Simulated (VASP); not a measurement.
Write the native input for VASP 6.6.1 that does the following.

```
Task                   : single point
Functional             : PBEsol
Potentials or basis    : VASP PAW PBE potentials, release 64 (B, As)
Cutoff                 : 520 eV
k mesh                 : 6 × 6 × 6
Occupations            : gaussian, width 0.02 eV
Spin                   : no spin polarisation
Dipole correction      : no
Further INCAR settings : ALGO = Normal; EDIFF = 1e-07; NBANDS = 36
```

The structure of B6As lies in POSCAR:

```
B6As
1.0
    3.0067807692      1.7359656865      3.8471276615
   -3.0067807692      1.7359656865      3.8471276615
    0.0000000000     -3.4719313730      3.8471276615
B As
12 2
Direct
    0.0172946360      0.0172946360      0.3249769887
    0.0172946360      0.3249769887      0.0172946360
    0.8212783613      0.2732512264      0.8212783613
    0.8212783613      0.8212783613      0.2732512264
    0.2732512264      0.8212783613      0.8212783613
    0.7267487736      0.1787216387      0.1787216387
    0.1787216387      0.7267487736      0.1787216387
    0.1787216387      0.1787216387      0.7267487736
    0.9827053640      0.6750230113      0.9827053640
    0.9827053640      0.9827053640      0.6750230113
    0.6750230113      0.9827053640      0.9827053640
    0.3249769887      0.0172946360      0.0172946360
    0.6014165987      0.6014165987      0.6014165987
    0.3985834013      0.3985834013      0.3985834013
```

One way to write it, as run:

INCAR

```
SYSTEM = B6As
PREC     = Accurate       ! precision mode
ENCUT    = 520            ! plane-wave cutoff, eV
EDIFF    = 1E-7           ! SCF threshold, eV
ISMEAR   = 0              ! smearing method
SIGMA    = 0.02           ! smearing width, eV
LREAL    = .FALSE.        ! projectors in reciprocal space
LASPH    = .TRUE.         ! aspherical terms in the spheres
NELM     = 60             ! most SCF steps
ALGO     = Normal         ! electronic algorithm
ISIF     = 2              ! what is computed and relaxed
LWAVE    = .FALSE.        ! write WAVECAR
LCHARG   = .FALSE.        ! write CHGCAR
GGA      = PS             ! functional
NBANDS   = 36             ! bands
```

KPOINTS

```
Automatic mesh
0
G
  6 6 6
  0 0 0
```

Potentials or basis: VASP PAW PBE potentials, release 64 (B, As).

Run with:

```console
$ cat potpaw_PBE.64/B/POTCAR potpaw_PBE.64/As/POTCAR > POTCAR
$ mpirun -np 1 vasp_std > vasp.out
```

Results of the run:

| Property | Result |
| --- | --- |
| Pressure | 13.8 GPa |
| Largest force | 0.043 eV/Å |
| Band gap on the k mesh | 2.61 eV (least direct gap 2.65 eV) |

Caveat: the cell stands under pressure; the PAW data sets were made with another functional, which shifts forces and pressure a little.

It took 2.4 min on 1 thread of Intel(R) Xeon(R) Platinum 8488C (Sapphire Rapids), on a shared host, peak memory 0.3 GiB.
